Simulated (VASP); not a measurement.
# InSe (C2/m) in VASP: notebook

The runs below take InSe through single point, with PBE.

Program: VASP 6.6.1. These are calculated values, not measurements. Logs are shortened: lines on timing, memory, paths and dates and some standing lists are left out, and cuts for length are marked.

### Step 1. The cell of the first run

It takes space group C2/m (No. 12, monoclinic). Conventional cell: a = 11.736 Å, b = 4.110 Å, c = 4.610 Å, α = 90.00°, β = 110.30°, γ = 90.00°. Within 3.4 Å of In (site symmetry m) lie 3 Se at 2.58 to 2.78 Å and 1 In at 2.74 Å. Within 3.4 Å of Se (site symmetry m) lie 3 In at 2.58 to 2.78 Å.

### Step 2. Single point, PBE

The input, INCAR:

```
PREC = Accurate ; ENCUT = 520
EDIFF = 1E-6 ; ISMEAR = -1
SIGMA = 0.02 ; LREAL = F
LASPH = T ; NELM = 100
ALGO = Normal ; ISIF = 2
LWAVE = F ; LCHARG = F
GGA = PE ; NBANDS = 27
```

The input, KPOINTS:

```
Automatic mesh
0
Gamma
  7 7 6
```

The input, POSCAR:

```
InSe
1.0
    5.8679026766     -2.0550000000      0.0000000000
    5.8679026766      2.0550000000      0.0000000000
   -1.5994156962      0.0000000000      4.3236564064
In Se
2 2
Direct
    0.8840000000      0.8840000000      0.0050000000
    0.1160000000      0.1160000000      0.9950000000
    0.6600000000      0.6600000000      0.6420000000
    0.3400000000      0.3400000000      0.3580000000
```

Potentials or basis: VASP PAW PBE potentials, release 64 (In_d, Se).

Command:

```console
> cat potpaw_PBE.64/In_d/POTCAR potpaw_PBE.64/Se/POTCAR > POTCAR
> mpirun -np 1 vasp_std > vasp.out
```

OUTCAR:

```text
PREC = Accurate
   ENCUT = 520
   EDIFF = 1E-6
   ISMEAR = -1
   LREAL = F
   LASPH = T
   NELM = 100
   ISIF = 2
   GGA = PE

 ion  position               nearest neighbor table
   1  0.884  0.884  0.005-   3 2.58   2 2.74   4 2.78   4 2.78   2 3.74   2 3.74
   2  0.116  0.116  0.995-   4 2.58   1 2.74   3 2.78   3 2.78   1 3.74   1 3.74
   3  0.660  0.660  0.642-   1 2.58   2 2.78   2 2.78
   4  0.340  0.340  0.358-   2 2.58   1 2.78   1 2.78

  LATTYP: Found a base centered monoclinic cell.
 ALAT       =    11.7358053532
 B/A-ratio  =     0.3502103074
 C/A-ratio  =     0.3928152938
 COS(beta)  =    -0.3469445484

  Lattice vectors:

 A1 = (   5.8679026766,  -2.0550000000,   0.0000000000)
 A2 = (   5.8679026766,   2.0550000000,   0.0000000000)
 A3 = (  -1.5994156962,   0.0000000000,   4.3236564064)

Analysis of symmetry for initial positions (statically):
=====================================================================
 Subroutine PRICEL returns:
 Original cell was already a primitive cell.

 Routine SETGRP: Setting up the symmetry group for a
 base centered monoclinic supercell.

 Subroutine GETGRP returns: Found  4 space group operations
 (whereof  4 operations were pure point group operations)
 out of a pool of  4 trial point group operations.

The static configuration has the point symmetry C_2h.

Analysis of symmetry for dynamics (positions and initial velocities):
=====================================================================
 Subroutine PRICEL returns:
 Original cell was already a primitive cell.

 Routine SETGRP: Setting up the symmetry group for a
 base centered monoclinic supercell.

 Subroutine GETGRP returns: Found  4 space group operations
 (whereof  4 operations were pure point group operations)
 out of a pool of  4 trial point group operations.

The dynamic configuration has the point symmetry C_2h.

 Subroutine INISYM returns: Found  4 space group operations
 (whereof  4 operations are pure point group operations),
 and found     1 'primitive' translations

----------------------------------------------------------------------------------------

                                     Primitive cell

  volume of cell :     104.2740

  direct lattice vectors                    reciprocal lattice vectors
     5.867902677 -2.055000000  0.000000000     0.085209321 -0.243309002  0.031520804
     5.867902677  2.055000000  0.000000000     0.085209321  0.243309002  0.031520804
    -1.599415696  0.000000000  4.323656406     0.000000000  0.000000000  0.231285723

  length of vectors
     6.217339208  6.217339208  4.610003828     0.259718039  0.259718039  0.231285723

  position of ions in fractional coordinates (direct lattice)
     0.884000000  0.884000000  0.005000000
     0.116000000  0.116000000  0.995000000
     0.660000000  0.660000000  0.642000000
     0.340000000  0.340000000  0.358000000

  ion indices of the primitive-cell ions
   primitive index   ion index
                 1           1
                 2           2
                 3           3
                 4           4

----------------------------------------------------------------------------------------

 KPOINTS: Automatic mesh

Automatic generation of k-mesh.
 Grid dimensions read from file:
 generate k-points for:    7    7    6

 Generating k-lattice:

  Cartesian coordinates                     Fractional coordinates (reciprocal lattice)
     0.012172760 -0.034758429  0.004502972     0.142857143  0.000000000  0.000000000
     0.012172760  0.034758429  0.004502972     0.000000000  0.142857143  0.000000000
     0.000000000  0.000000000  0.038547621     0.000000000  0.000000000  0.166666667

  Length of vectors
     0.037102577  0.037102577  0.038547621

  Shift w.r.t. Gamma in fractional coordinates (k-lattice)
     0.000000000  0.000000000  0.000000000

 Subroutine IBZKPT returns following result:
 ===========================================

 Found     88 irreducible k-points:

 Following reciprocal coordinates:
            Coordinates               Weight
  0.000000  0.000000  0.000000      1.000000
  0.142857  0.000000 -0.000000      4.000000
  0.285714 -0.000000  0.000000      4.000000
  0.428571  0.000000 -0.000000      4.000000
  0.142857  0.142857 -0.000000      2.000000
  0.285714  0.142857 -0.000000      4.000000
[... 16 lines left out ...]
 -0.142857 -0.000000  0.166667      4.000000
  0.142857  0.142857  0.166667      2.000000
 [... further k-points ...]
   k-points           NKPTS =     88   k-points in BZ     NKDIM =     88   number of bands    NBANDS=     27
   number of dos      NEDOS =    301   number of ions     NIONS =      4
   total plane-waves  NPLWV =  82944
   dimension x,y,z NGX =    48 NGY =   48 NGZ =   36
   dimension x,y,z NGXF=    96 NGYF=   96 NGZF=   72
   ions per type =               2   2
   NGX,Y,Z   is equivalent  to a cutoff of  12.83, 12.83, 12.98 a.u.
   NGXF,Y,Z  is equivalent  to a cutoff of  25.67, 25.67, 25.96 a.u.
 SYSTEM =  unknown system
   PREC   = accura    normal or accurate (medium, high low for compatibility)
   ISTART =      0    job   : 0-new  1-cont  2-samecut
   ICHARG =      2    charge: 1-file 2-atom 10-const
   ISPIN  =      1    spin polarized calculation?
   LNONCOLLINEAR =      F non collinear calculations
   LSORBIT =      F    spin-orbit coupling
   LASPH  =      T    aspherical Exc in radial PAW
   ENCUT  =  520.0 eV  38.22 Ry    6.18 a.u.  11.56 11.56  8.57*2*pi/ulx,y,z
   NELM   =    100;   NELMIN=  2; NELMDL= -5     # of ELM steps
   EDIFF  = 0.1E-05   stopping-criterion for ELM
   LREAL  =      F    real-space projection
   EDIFFG = 0.1E-04   stopping-criterion for IOM
   NSW    =      0    number of steps for IOM
   IBRION =     -1    ionic relax: 0-MD 1-quasi-New 2-CG
   NFREE  =      0    steps in history (QN), initial steepest desc. (CG)
   ISIF   =      2    stress and relaxation
   ISYM   =      2    0-nonsym 1-usesym 2-fastsym
   POTIM  = 0.5000    time-step for ionic-motion
   TEBEG  =    0.0;   TEEND  =   0.0 temperature during run
   PSTRESS=    0.0 pullay stress
   NELECT =      38.0000    total number of electrons
   NUPDOWN=      -1.0000    fix difference up-down
   EMIN   =  10.00;   EMAX   =-10.00  energy-range for DOS
   EFERMI =   0.00;   METHOD = LEGACY
   ISMEAR =    -1;   SIGMA  =   0.02  broadening in eV -4-tet -1-fermi 0-gaus
   EFERMI_NEDOS =   21; number of points for ismear=-14 and -15
   IALGO  =     38    algorithm
   IMIX   =      4    mixing-type and parameters
     AMIX     =   0.40;   BMIX     =  1.00
     AMIX_MAG =   1.60;   BMIX_MAG =  1.00
  volume/ion in A,a.u.               =      26.07       175.92
  Fermi-wavevector in a.u.,A,eV,Ry     =   1.169349  2.209749 18.604287  1.367377
  Thomas-Fermi vector in A             =   2.305823
   LORBIT       =      0    0 simple, 1 ext, 2 COOP (PROOUT), +10 PAW based schemes
   GGA     = PE    functional components
   LHFCALC =     F    Hartree Fock is set to
   AEXX    =    0.0000 exact exchange contribution
   IVDW    =     0    specifies the selected vdW correction
   LEPSILON=     F    determine dielectric tensor
   LRPA    =     F    only Hartree local field effects (RPA)
 non-spin polarized calculation
  energy-cutoff  :      520.00
  volume of cell :      104.27
 maximum number of plane-waves:      2838
 NGX is ok and might be reduce to    48
   NGX = 23   NGY = 23   NGZ = 17

 number of electron      38.0000002 magnetization

 Free energy of the ion-electron system (eV)
  ---------------------------------------------------
  ext. energy  EPLUGINS =         0.00000000
  ---------------------------------------------------
  free energy    TOTEN  =       -13.88955433 eV

  energy without entropy =      -13.88955433  energy(sigma->0) =      -13.88955433

 E-fermi :   5.3803     XC(G=0):  -9.5811

 val. band max:        4.9195947994   @ k =  -0.2857  -0.2857   0.3333
 cond. band min:       5.8641706891   @ k =   0.4286   0.4286  -0.0000
 fundamental gap:      0.9445758897
 Fermi energy:         5.3802807857

 k-point     1 :       0.0000    0.0000    0.0000
  band No.  band energies     occupation
      1      -9.7780      2.00000
      2      -9.7387      2.00000
      3      -9.4430      2.00000
      4      -9.4276      2.00000
      5      -9.3872      2.00000
      6      -9.3832      2.00000
[... 19 lines left out ...]
     26      11.9581      0.00000
     27      13.5903      0.00000

 k-point     2 :       0.1429    0.0000   -0.0000
  band No.  band energies     occupation
      1      -9.7801      2.00000
      2      -9.7272      2.00000
      3      -9.4814      2.00000
      4      -9.4225      2.00000
      5      -9.4011      2.00000
      6      -9.3742      2.00000
[... 19 lines left out ...]
     26      11.9306      0.00000
     27      13.4364      0.00000

 k-point     3 :       0.2857   -0.0000    0.0000
  band No.  band energies     occupation
      1      -9.7798      2.00000
      2      -9.7134      2.00000
      3      -9.5281      2.00000
      4      -9.4495      2.00000
      5      -9.3993      2.00000
      6      -9.3840      2.00000
[... 19 lines left out ...]
     26      12.3429      0.00000
     27      12.9738      0.00000

 k-point     4 :       0.4286    0.0000   -0.0000
  band No.  band energies     occupation
      1      -9.7773      2.00000
      2      -9.7156      2.00000
      3      -9.5267      2.00000
      4      -9.4935      2.00000
      5      -9.3924      2.00000
      6      -9.3883      2.00000
[... 19 lines left out ...]
     26      12.5726      0.00000
     27      13.5354      0.00000

 k-point     5 :       0.1429    0.1429   -0.0000
  band No.  band energies     occupation
      1      -9.8032      2.00000
      2      -9.6982      2.00000
      3      -9.4646      2.00000
      4      -9.4306      2.00000
      5      -9.3878      2.00000
      6      -9.3829      2.00000
[... 19 lines left out ...]
     26      11.9235      0.00000
     27      13.5934      0.00000

 k-point     6 :       0.2857    0.1429   -0.0000
  band No.  band energies     occupation
      1      -9.8108      2.00000
      2      -9.6700      2.00000
      3      -9.4958      2.00000
      4      -9.4365      2.00000
      5      -9.4088      2.00000
      6      -9.3709      2.00000
[... 444 lines left out ...]
      1      -9.7824      2.00000
      2      -9.7232      2.00000
      3      -9.5449      2.00000
      4      -9.5063      2.00000
      5      -9.3960      2.00000
      6      -9.3798      2.00000
[... 19 lines left out ...]
     26      11.5359      0.00000
     27      13.0804      0.00000

 k-point    22 :      -0.2857    0.0000    0.1667
  band No.  band energies     occupation
      1      -9.7833      2.00000
      2      -9.7167      2.00000
      3      -9.5408      2.00000
      4      -9.4683      2.00000
      5      -9.3965      2.00000
      6      -9.3790      2.00000
[... 19 lines left out ...]
     26      12.3326      0.00000
     27      12.7352      0.00000

 k-point    23 :      -0.1429   -0.0000    0.1667
  band No.  band energies     occupation
      1      -9.7823      2.00000
      2      -9.7307      2.00000
      3      -9.4836      2.00000
      4      -9.4257      2.00000
      5      -9.4063      2.00000
      6      -9.3736      2.00000
[... 19 lines left out ...]
     26      11.7011      0.00000
     27      13.2914      0.00000

 k-point    24 :       0.1429    0.1429    0.1667
  band No.  band energies     occupation
      1      -9.8076      2.00000
      2      -9.6996      2.00000
      3      -9.4649      2.00000
      4      -9.4214      2.00000
      5      -9.3893      2.00000
      6      -9.3829      2.00000
[... 19 lines left out ...]
     26      11.5431      0.00000
     27      12.5991      0.00000

 [... further k-points ...]
[... 5 lines left out ...]
  --------------------------------------------------------------------------------------
  -------------------------------------------------------------------------------------
  Total        3.5119800      0.8922724      1.4401615      0.0000000      0.0000000      1.5173108
  in kB       53.9618361     13.7098326     22.1281890      0.0000000      0.0000000     23.3135938
  external PRESSURE =      29.9332859 kB  Pullay stress =       0.0000000 kB

 VOLUME and BASIS-vectors are now :
 -----------------------------------------------------------------------------
  energy-cutoff  :      520.00
  volume of cell :      104.27
      direct lattice vectors                 reciprocal lattice vectors
     5.867902677 -2.055000000  0.000000000     0.085209321 -0.243309002  0.031520804
     5.867902677  2.055000000  0.000000000     0.085209321  0.243309002  0.031520804
    -1.599415696  0.000000000  4.323656406     0.000000000  0.000000000  0.231285723

 POSITION                                       TOTAL-FORCE (eV/Angst)
 -----------------------------------------------------------------------------------
     10.36645      0.00000      0.02162        -0.112002      0.000000      0.522918
     -0.23007      0.00000      4.30204         0.112002      0.000000     -0.522918
      6.71881      0.00000      2.77579        -0.764163      0.000000     -0.161741
      3.41758      0.00000      1.54787         0.764163      0.000000      0.161741
 -----------------------------------------------------------------------------------
    total drift:                               -0.000000     -0.000000      0.000000

  FREE ENERGIE OF THE ION-ELECTRON SYSTEM (eV)
  ---------------------------------------------------
  free  energy   TOTEN  =       -13.8895543345 eV

  energy  without entropy=      -13.8895543345  energy(sigma->0) =      -13.88955433
```

Wall time 3.6 min (1 thread of Intel Xeon Platinum 8124M at 3.00GHz (Skylake/Cascade Lake), shared host); peak memory 0.41 GiB.

What came out:

```
Free energy            : -13.8896 eV
Pressure               : 3.0 GPa
Largest force          : 0.781 eV/Å
Band gap on the k mesh : 0.94 eV, indirect (least direct gap 1.35 eV)
```

Forces on the atoms (eV/Å):
```
In  -0.112  0.000  0.523
In   0.112  0.000 -0.523
Se  -0.764  0.000 -0.162
Se   0.764  0.000  0.162
```

Levels at points of the mesh, in eV from the valence-band top:
```csv
k point,band 16,band 17,band 18,band 19,band 20,band 21,band 22,band 23
"(0.00, 0.00, 0.00)",-2.77,-2.27,-1.75,-1.13,2.79,3.52,4.39,4.64
"(0.00, 0.00, 0.50)",-1.60,-1.59,-1.14,-0.38,1.10,2.32,3.37,3.65
```

Caveat: spin-orbit coupling is left out, which moves the levels of the heavy elements. A hybrid or GW would open this gap; PBE tends to underestimate it.

### Step 3. Single point, PBE (zz strain of -2 %)

The input, INCAR:

```
SYSTEM = InSe
PREC     = Accurate       ! precision mode
ENCUT    = 520            ! plane-wave cutoff, eV
EDIFF    = 1E-6           ! SCF threshold, eV
ISMEAR   = -1             ! smearing method
SIGMA    = 0.02           ! smearing width, eV
LREAL    = .False.        ! projectors in reciprocal space
LASPH    = .True.         ! aspherical terms in the spheres
NELM     = 80             ! most SCF steps
ALGO     = Normal         ! electronic algorithm
ISIF     = 2              ! what is computed and relaxed
LWAVE    = .False.        ! write WAVECAR
LCHARG   = .False.        ! write CHGCAR
GGA      = PE             ! functional
NBANDS   = 27             ! bands
```

The input, KPOINTS:

```
Automatic mesh
0
Gamma
  7 7 6
  0 0 0
```

Changes to POSCAR since step 2:

```diff
@@ -4,3 +4,3 @@
     5.8679026766      2.0550000000      0.0000000000
-   -1.5994156962      0.0000000000      4.3236564064
+   -1.5994156962      0.0000000000      4.2371832783
 In Se
```

Potentials or basis: VASP PAW PBE potentials, release 64 (In_d, Se).

Command:

```console
> cat potpaw_PBE.64/In_d/POTCAR potpaw_PBE.64/Se/POTCAR > POTCAR
> mpirun -np 1 vasp_std > vasp.out
```

Run time: 2.1 min. Hardware: 1 thread of Intel Xeon 6975P-C (Granite Rapids), shared host; peak memory 0.4 GiB.

Results (log left out):

* Free energy: -13.8504 eV
* Pressure: 4.2 GPa
* Largest force: 0.935 eV/Å
* Band gap on the k mesh: 0.94 eV, indirect (least direct gap 1.31 eV)

Forces on the atoms (eV/Å):
```
In   0.085  0.000  0.512
In  -0.085  0.000 -0.512
Se  -0.854  0.000 -0.382
Se   0.854  0.000  0.382
```

Stress tensor (GPa, compression positive):
```
6.55 0.00 2.81
0.00 2.26 0.00
2.81 0.00 3.80
```

Levels at points of the mesh, in eV from the valence-band top:
```csv
k point,band 16,band 17,band 18,band 19,band 20,band 21,band 22,band 23
"(0.00, 0.00, 0.00)",-2.84,-2.43,-1.75,-1.25,2.82,3.50,4.38,4.66
"(0.00, 0.00, 0.50)",-1.71,-1.65,-1.22,-0.42,1.07,2.39,3.29,3.65
```

Caveat: the cell differs from its parent crystal (zz strain of -2 %); spin-orbit coupling is left out, which moves the levels of the heavy elements. A k mesh can miss the band edges.

### Step 4. Single point, PBE (zz strain of +1 %)

The input, INCAR:

```
SYSTEM = InSe
PREC = Accurate ; ENCUT = 520
EDIFF = 1E-6 ; ISMEAR = -1
SIGMA = 0.02 ; LREAL = .FALSE.
LASPH = .TRUE. ; NELM = 60
ALGO = Normal ; ISIF = 2
LWAVE = .FALSE. ; LCHARG = .FALSE.
GGA = PE ; NBANDS = 27
```

The input, KPOINTS:

```
regular mesh
0
G
  7 7 6
  0 0 0
```

Changes to POSCAR since step 3:

```diff
@@ -4,3 +4,3 @@
     5.8679026766      2.0550000000      0.0000000000
-   -1.5994156962      0.0000000000      4.2371832783
+   -1.5994156962      0.0000000000      4.3668929705
 In Se
```

Command:

```console
> cat potpaw_PBE.64/In_d/POTCAR potpaw_PBE.64/Se/POTCAR > POTCAR
> mpirun -np 1 vasp_std > vasp.out
```

Wall time 2 min (1 thread of Intel Xeon 6975P-C (Granite Rapids), shared host); peak memory 0.41 GiB.

Results (log left out):

* Free energy: -13.9016 eV
* Pressure: 2.4 GPa
* Largest force: 0.724 eV/Å
* Band gap on the k mesh: 0.95 eV, indirect (least direct gap 1.36 eV)

Forces in eV/Å, atoms in the order of the input:
```
In  -0.206  0.000  0.529
In   0.206  0.000 -0.529
Se  -0.722  0.000 -0.053
Se   0.722  0.000  0.053
```

Stress tensor (GPa, compression positive):
```
4.87 0.00 2.11
0.00 0.98 0.00
2.11 0.00 1.47
```

Levels at points of the mesh, in eV from the valence-band top:
| k point | band 17 | band 18 | band 19 | band 20 | band 21 | band 22 |
| --- | --- | --- | --- | --- | --- | --- |
| (0.00, 0.00, 0.00) | -2.20 | -1.75 | -1.07 | 2.77 | 3.52 | 4.39 |
| (0.00, 0.00, 0.50) | -1.54 | -1.11 | -0.36 | 1.11 | 2.28 | 3.41 |

Caveat: the cell differs from its parent crystal (zz strain of +1 %); spin-orbit coupling is left out, which moves the levels of the heavy elements. A k mesh can miss the band edges.

### Step 5. Summary

```csv
cell,gap on the mesh (eV),pressure (GPa),largest force (eV/Å)
"a = 6.217, b = 6.217, c = 4.610 Å, angles 109.1, 109.1, 38.6°, 4 atoms",0.94,3.0,0.78
"a = 6.217, b = 6.217, c = 4.529 Å, angles 109.5, 109.5, 38.6°, 4 atoms",0.94,4.2,0.94
"a = 6.217, b = 6.217, c = 4.651 Å, angles 108.9, 108.9, 38.6°, 4 atoms",0.95,2.4,0.72
```

Alike in all rows: task single point; level PBE; potentials or basis VASP PAW PBE potentials, release 64 (In_d, Se); no spin polarisation; k mesh 7 × 7 × 6; cutoff (eV) 520; smearing fermi-dirac 0.02 eV.

Caveats: spin-orbit coupling is left out, which moves the levels of the heavy elements.

Total energies depend on the potentials used, so only differences within one code and one set of settings carry meaning.
